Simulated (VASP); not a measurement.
# Si16O (a cell with a defect) in VASP: single point with LDA

Aim: the single point of Si16O (a cell with a defect) with LDA.

All numbers are computed with VASP 6.6.1; they aren't measurements. Logs are shortened: lines on timing, memory, paths and dates and some standing lists are left out, and cuts for length are marked.

### 1 The cell of the first run

The cell holds a defect, 17 atoms: a = 7.679 Å, b = 7.679 Å, c = 7.679 Å, α = 60.00°, β = 60.00°, γ = 60.00°.

### 2 Single point, LDA, collinear spin, ferromagnetic start

INCAR

```
ALGO     = Normal         # electronic algorithm
EDIFF    = 1E-7           # SCF threshold, eV
ENCUT    = 520            # plane-wave cutoff, eV
ISIF     = 2              # what is computed and relaxed
ISMEAR   = -1             # smearing method
ISPIN    = 2              # spin polarisation
LASPH    = T              # aspherical terms in the spheres
LCHARG   = F              # write CHGCAR
LORBIT   = 11             # projections on sites
LREAL    = Auto         
LWAVE    = F              # write WAVECAR
MAGMOM   = 0 0 0 0 0 0 0 0 0 0 0 0 0 0 0 0 1 # initial moments
NBANDS   = 53             # bands
NELM     = 150            # most SCF steps
PREC     = Accurate       # precision mode
SIGMA    = 0.02           # smearing width, eV
```

KPOINTS

```
k-points
0
Gamma
  2 2 2
```

POSCAR

```
Si16O
1.0
    0.0000000000      5.4300000000      5.4300000000
    5.4300000000      0.0000000000      5.4300000000
    5.4300000000      5.4300000000      0.0000000000
Si O
16 1
Direct
   -0.0079238000      0.0181318308      0.0188625472
    0.1563472084      0.1143391404      0.1147461620
   -0.0075764171      0.0185031803      0.4710961280
    0.1325830049      0.0712352651      0.6484586752
   -0.0073018799      0.4707360716      0.0180662983
    0.1325526869      0.6476638983      0.0717643439
    0.0277693490      0.4911424365      0.4911823300
    0.1329896660      0.6480783563      0.6477716846
    0.5297648494     -0.0101134631     -0.0098613778
    0.6225826460      0.1306238276      0.1308015288
    0.5017435534     -0.0085356213      0.5037039237
    0.6229343839      0.1308789010      0.6158825777
    0.5017037372      0.5035551678     -0.0086301926
    0.6232079507      0.6156433225      0.1306243607
    0.5021094086      0.5037438403      0.5035050853
    0.6550052541      0.6152957097      0.6152406587
    0.1273079985      0.7908204363      0.7910552663
```

Potentials or basis: VASP PAW LDA potentials, release 64 (Si, O).

On the command line:

```sh
$ cat potpaw_LDA.64/Si/POTCAR potpaw_LDA.64/O/POTCAR > POTCAR
$ mpirun -np 1 vasp_std > vasp.out
```

OUTCAR:

```text
EDIFF = 1E-7
   ENCUT = 520
   ISIF = 2
   ISMEAR = -1
   ISPIN = 2
   LASPH = T
   LORBIT = 11
   LREAL = Auto
   NELM = 150
   PREC = Accurate

 ion  position               nearest neighbor table
   1  0.992  0.018  0.019-   2 2.25  10 2.32   4 2.37   6 2.37
   2  0.156  0.114  0.115-   3 2.25   5 2.25   1 2.25   9 2.34
   3  0.992  0.019  0.471-   2 2.25  12 2.32   4 2.37   8 2.37
   4  0.133  0.071  0.648-  17 1.88  11 2.33   3 2.37   1 2.37   7 2.64
   5  0.993  0.471  0.018-   2 2.25  14 2.32   6 2.37   8 2.37
   6  0.133  0.648  0.072-  17 1.88  13 2.33   5 2.37   1 2.37   7 2.64
   7  0.028  0.491  0.491-  16 2.34   8 2.64   6 2.64   4 2.64
   8  0.133  0.648  0.648-  17 1.88  15 2.33   3 2.37   5 2.37   7 2.64
   9  0.530  0.990  0.990-   2 2.34  14 2.36  10 2.36  12 2.36
  10  0.623  0.131  0.131-   1 2.32  11 2.34  13 2.34   9 2.36
  11  0.502  0.991  0.504-   4 2.33  12 2.34  10 2.34  16 2.37
  12  0.623  0.131  0.616-   3 2.32  11 2.34  15 2.34   9 2.36
  13  0.502  0.504  0.991-   6 2.33  14 2.34  10 2.34  16 2.37
  14  0.623  0.616  0.131-   5 2.32  13 2.34  15 2.34   9 2.36
  15  0.502  0.504  0.504-   8 2.33  12 2.34  14 2.34  16 2.37
  16  0.655  0.615  0.615-   7 2.34  13 2.37  15 2.37  11 2.37
  17  0.127  0.791  0.791-   4 1.88   8 1.88   6 1.88

  LATTYP: Found a face centered cubic cell.
 ALAT       =    10.8600000000

  Lattice vectors:

 A1 = (   0.0000000000,   5.4300000000,   5.4300000000)
 A2 = (   5.4300000000,   0.0000000000,   5.4300000000)
 A3 = (   5.4300000000,   5.4300000000,   0.0000000000)

Analysis of symmetry for initial positions (statically):
=====================================================================
 Subroutine PRICEL returns:
 Original cell was already a primitive cell.

 Routine SETGRP: Setting up the symmetry group for a
 face centered cubic supercell.

 Subroutine GETGRP returns: Found  1 space group operations
 (whereof  1 operations were pure point group operations)
 out of a pool of 48 trial point group operations.

The static configuration has the point symmetry C_1 .

Analysis of symmetry for dynamics (positions and initial velocities):
=====================================================================
 Subroutine PRICEL returns:
 Original cell was already a primitive cell.

 Routine SETGRP: Setting up the symmetry group for a
 face centered cubic supercell.

 Subroutine GETGRP returns: Found  1 space group operations
 (whereof  1 operations were pure point group operations)
 out of a pool of 48 trial point group operations.

The dynamic configuration has the point symmetry C_1 .

Analysis of structural, dynamic, and magnetic symmetry:
=====================================================================
 Subroutine PRICEL returns:
 Original cell was already a primitive cell.

 Routine SETGRP: Setting up the symmetry group for a
 face centered cubic supercell.

 Subroutine GETGRP returns: Found  1 space group operations
 (whereof  1 operations were pure point group operations)
 out of a pool of 48 trial point group operations.

The overall configuration has the point symmetry C_1 .

 Subroutine INISYM returns: Found  1 space group operations
 (whereof  1 operations are pure point group operations),
 and found     1 'primitive' translations

----------------------------------------------------------------------------------------

                                     Primitive cell

  volume of cell :     320.2060

  direct lattice vectors                    reciprocal lattice vectors
     0.000000000  5.430000000  5.430000000    -0.092081031  0.092081031  0.092081031
     5.430000000  0.000000000  5.430000000     0.092081031 -0.092081031  0.092081031
     5.430000000  5.430000000  0.000000000     0.092081031  0.092081031 -0.092081031

  length of vectors
     7.679179644  7.679179644  7.679179644     0.159489025  0.159489025  0.159489025

  position of ions in fractional coordinates (direct lattice)
     0.992076200  0.018131831  0.018862547
     0.156347208  0.114339140  0.114746162
     0.992423583  0.018503180  0.471096128
     0.132583005  0.071235265  0.648458675
     0.992698120  0.470736072  0.018066298
     0.132552687  0.647663898  0.071764344
[... 9 lines left out ...]
     0.655005254  0.615295710  0.615240659
     0.127307999  0.790820436  0.791055266

  ion indices of the primitive-cell ions
   primitive index   ion index
                 1           1
                 2           2
                 3           3
                 4           4
                 5           5
                 6           6
[... 9 lines left out ...]
                16          16
[... 22 lines left out ...]

 Subroutine IBZKPT returns following result:
 ===========================================

 Found      8 irreducible k-points:

 Following reciprocal coordinates:
            Coordinates               Weight
  0.000000  0.000000  0.000000      1.000000
  0.500000  0.000000  0.000000      1.000000
  0.000000  0.500000  0.000000      1.000000
  0.000000  0.000000  0.500000      1.000000
  0.500000  0.500000  0.500000      1.000000
  0.500000  0.500000  0.000000      1.000000
  0.000000  0.500000  0.500000      1.000000
  0.500000  0.000000  0.500000      1.000000
   k-points           NKPTS =      8   k-points in BZ     NKDIM =      8   number of bands    NBANDS=     53
   number of dos      NEDOS =    301   number of ions     NIONS =     17
   total plane-waves  NPLWV = 216000
   dimension x,y,z NGX =    60 NGY =   60 NGZ =   60
   dimension x,y,z NGXF=   120 NGYF=  120 NGZF=  120
   ions per type =              16   1
   NGX,Y,Z   is equivalent  to a cutoff of  12.99, 12.99, 12.99 a.u.
   NGXF,Y,Z  is equivalent  to a cutoff of  25.98, 25.98, 25.98 a.u.
 SYSTEM =  unknown system
   PREC   = accura    normal or accurate (medium, high low for compatibility)
   ISTART =      0    job   : 0-new  1-cont  2-samecut
   ICHARG =      2    charge: 1-file 2-atom 10-const
   ISPIN  =      2    spin polarized calculation?
   LNONCOLLINEAR =      F non collinear calculations
   LSORBIT =      F    spin-orbit coupling
   LASPH  =      T    aspherical Exc in radial PAW
   ENCUT  =  520.0 eV  38.22 Ry    6.18 a.u.  14.28 14.28 14.28*2*pi/ulx,y,z
   NELM   =    150;   NELMIN=  2; NELMDL= -5     # of ELM steps
   EDIFF  = 0.1E-06   stopping-criterion for ELM
   LREAL  =      T    real-space projection
   EDIFFG = 0.1E-05   stopping-criterion for IOM
   NSW    =      0    number of steps for IOM
   IBRION =     -1    ionic relax: 0-MD 1-quasi-New 2-CG
   NFREE  =      0    steps in history (QN), initial steepest desc. (CG)
   ISIF   =      2    stress and relaxation
   ISYM   =      2    0-nonsym 1-usesym 2-fastsym
   POTIM  = 0.5000    time-step for ionic-motion
   TEBEG  =    0.0;   TEEND  =   0.0 temperature during run
   PSTRESS=    0.0 pullay stress
   NELECT =      70.0000    total number of electrons
   NUPDOWN=      -1.0000    fix difference up-down
   EMIN   =  10.00;   EMAX   =-10.00  energy-range for DOS
   EFERMI =   0.00;   METHOD = LEGACY
   ISMEAR =    -1;   SIGMA  =   0.02  broadening in eV -4-tet -1-fermi 0-gaus
   EFERMI_NEDOS =   21; number of points for ismear=-14 and -15
   IALGO  =     38    algorithm
   IMIX   =      4    mixing-type and parameters
     AMIX     =   0.40;   BMIX     =  1.00
     AMIX_MAG =   1.60;   BMIX_MAG =  1.00
  volume/ion in A,a.u.               =      18.84       127.11
  Fermi-wavevector in a.u.,A,eV,Ry     =   0.986199  1.863645 13.232857  0.972588
  Thomas-Fermi vector in A             =   2.117562
   LORBIT       =     11    0 simple, 1 ext, 2 COOP (PROOUT), +10 PAW based schemes
   GGA     = CA    functional components
   LHFCALC =     F    Hartree Fock is set to
   AEXX    =    0.0000 exact exchange contribution
   IVDW    =     0    specifies the selected vdW correction
   LEPSILON=     F    determine dielectric tensor
   LRPA    =     F    only Hartree local field effects (RPA)
 spin polarized calculation
  energy-cutoff  :      520.00
  volume of cell :      320.21
 maximum number of plane-waves:      8646
 NGX is ok and might be reduce to    60
   NGX = 29   NGY = 29   NGZ = 29

 number of electron      69.9999997 magnetization      -0.0001125

 number of electron      69.9999997 magnetization       0.0000446

 Free energy of the ion-electron system (eV)
  ---------------------------------------------------
  ext. energy  EPLUGINS =         0.00000000
  ---------------------------------------------------
  free energy    TOTEN  =      -100.21366791 eV

  energy without entropy =     -100.21089578  energy(sigma->0) =     -100.21228184

 E-fermi :   6.3026     XC(G=0):  -9.7493

 val. band max:        6.2359652363   @ k =   0.5000   0.0000   0.0000
 cond. band min:       6.3723637485   @ k =   0.0000   0.0000   0.0000
 fundamental gap:      0.1363985122
 Fermi energy:         6.3026470513

 spin component 1

 k-point     1 :       0.0000    0.0000    0.0000
  band No.  band energies     occupation
      1     -14.2823      1.00000
      2      -5.7856      1.00000
      3      -4.4252      1.00000
      4      -4.4246      1.00000
      5      -3.8460      1.00000
      6      -3.1688      1.00000
[... 389 lines left out ...]
     46      10.2163      0.00000
     47      10.2600      0.00000
 Fermi energy:         6.3026470513

 spin component 2

 k-point     1 :       0.0000    0.0000    0.0000
  band No.  band energies     occupation
      1     -14.2823      1.00000
      2      -5.7856      1.00000
      3      -4.4252      1.00000
      4      -4.4245      1.00000
      5      -3.8460      1.00000
      6      -3.1688      1.00000
[... 389 lines left out ...]
     46      10.2163      0.00000
     47      10.2600      0.00000
 [bands above 47 left out]

------------------------ aborting loop because EDIFF is reached ----------------------------------------

  FORCE on cell =-STRESS in cart. coord.  units (eV):
  Direction    XX          YY          ZZ          XY          YZ          ZX
  --------------------------------------------------------------------------------------
  -------------------------------------------------------------------------------------
  Total        0.7887755      0.7997333      0.7973570     -0.4430796      0.4428253     -0.4418784
  in kB        3.9467036      4.0015318      3.9896420     -2.2169855      2.2157129     -2.2109754
  external PRESSURE =       3.9792925 kB  Pullay stress =       0.0000000 kB

 VOLUME and BASIS-vectors are now :
 -----------------------------------------------------------------------------
  energy-cutoff  :      520.00
  volume of cell :      320.21
      direct lattice vectors                 reciprocal lattice vectors
     0.000000000  5.430000000  5.430000000    -0.092081031  0.092081031  0.092081031
     5.430000000  0.000000000  5.430000000     0.092081031 -0.092081031  0.092081031
     5.430000000  5.430000000  0.000000000     0.092081031  0.092081031 -0.092081031

 POSITION                                       TOTAL-FORCE (eV/Angst)
 -----------------------------------------------------------------------------------
      0.20088      5.48940      5.48543         0.000038      0.001480      0.001969
      1.24393      1.47204      1.46983        -0.013749      0.007606      0.010416
      2.65852      7.94691      5.48933         0.000422     -0.007100      0.004789
      3.90794      4.24106      1.10673         0.019205     -0.018901      0.067553
      2.65420      5.48845      7.94645         0.003358      0.005710     -0.008046
      3.90650      1.10944      4.23658         0.023487      0.058496     -0.012163
[... 9 lines left out ...]
      6.68181      6.89744      6.89773        -0.013812      0.012346      0.013147
      8.58959      4.98671      4.98544         0.045687     -0.037981     -0.039497
 -----------------------------------------------------------------------------------
    total drift:                               -0.007208      0.003705      0.002560

  FREE ENERGIE OF THE ION-ELECTRON SYSTEM (eV)
  ---------------------------------------------------
  free  energy   TOTEN  =      -100.2136679054 eV

  energy  without entropy=     -100.2108957804  energy(sigma->0) =     -100.21228184

 total charge

# of ion       s       p       d       tot
------------------------------------------
    1        0.775   0.952   0.000   1.728
    2        0.752   1.024   0.000   1.776
    3        0.775   0.953   0.000   1.728
    4        0.744   0.892   0.000   1.636
    5        0.775   0.953   0.000   1.728
    6        0.744   0.892   0.000   1.636
[... 9 lines left out ...]
   16        0.752   0.955   0.000   1.707
   17        1.583   3.464   0.000   5.047
--------------------------------------------------
tot         13.720  18.507   0.000  32.227

 magnetization (x)

# of ion       s       p       d       tot
------------------------------------------
    1       -0.000  -0.000   0.000  -0.000
    2       -0.000   0.000   0.000  -0.000
    3       -0.000  -0.000   0.000  -0.000
    4        0.000   0.000   0.000   0.000
    5       -0.000  -0.000   0.000  -0.000
    6        0.000   0.000   0.000   0.000
[... 9 lines left out ...]
   16       -0.000  -0.000   0.000  -0.000
   17       -0.000  -0.000   0.000  -0.000
--------------------------------------------------
tot         -0.000  -0.000   0.000  -0.000
```

It took 9.5 min on 1 thread of Intel Xeon 6975P-C, shared host; peak memory 0.49 GiB.

Results:

- Free energy: -100.2137 eV
- Pressure: 0.4 GPa
- Largest force: 0.073 eV/Å
- Band gap on the k mesh: zero (filled and empty bands overlap)
- Net moment: 0.00 μB per cell
- Valence electrons inside the program's atomic spheres: Si 1.73, 1.78, 1.64, 1.61, 1.71, 1.72; O 5.05

Forces in eV/Å, atoms in the order of the input:
```
Si   0.000  0.001  0.002
Si  -0.014  0.008  0.010
Si   0.000 -0.007  0.005
Si   0.019 -0.019  0.068
Si   0.003  0.006 -0.008
Si   0.023  0.058 -0.012
Si  -0.007 -0.004 -0.005
Si  -0.062 -0.018 -0.024
Si  -0.006  0.009  0.011
Si   0.000  0.006  0.007
Si   0.005 -0.012 -0.018
Si  -0.001  0.006  0.003
Si   0.003 -0.007 -0.010
Si  -0.001  0.004  0.002
Si   0.005 -0.006 -0.005
Si  -0.014  0.012  0.013
O    0.046 -0.038 -0.039
```

Caveat: the k points lie up to 0.50 Å⁻¹ apart.
